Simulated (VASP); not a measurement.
Here is a VASP 6.6.1 calculation.

INCAR

```
SYSTEM = AlNi
  ALGO = Fast
  EDIFF = 1E-6
  ENCUT = 520
  GGA = PS
  ISIF = 2
  ISMEAR = 0
  LASPH = .TRUE.
  LCHARG = .TRUE.
  LELF = .TRUE.
  LREAL = .FALSE.
  LVHAR = .TRUE.
  LWAVE = .FALSE.
  NBANDS = 14
  NELM = 60
  PREC = Accurate
  SIGMA = 0.1
```

Contents of KPOINTS:

```
k-points
0
G
  14 14 14
  0 0 0
```

The input POSCAR:

```
AlNi
1.0
    2.8586048674      0.0000000000      0.0000000000
    0.0000000000      2.8586048674      0.0000000000
    0.0000000000      0.0000000000      2.9554911525
Al Ni
1 1
Direct
    0.0000000000      0.0000000000      0.0000000000
    0.5000000000      0.5000000000      0.5000000000
```

Potentials or basis: VASP PAW PBE potentials, release 64 (Al, Ni).

Command:

```console
$ cat potpaw_PBE.64/Al/POTCAR potpaw_PBE.64/Ni/POTCAR > POTCAR
$ mpirun -np 1 vasp_std > vasp.out
```

(1) What does it give for the pressure?

## Answers

(1) -4.8 GPa.

Caveat: the cell differs from its parent crystal (strain along c alone, the other axes held: +3.0 %); the PAW data sets were made with another functional, which shifts forces and pressure a little.
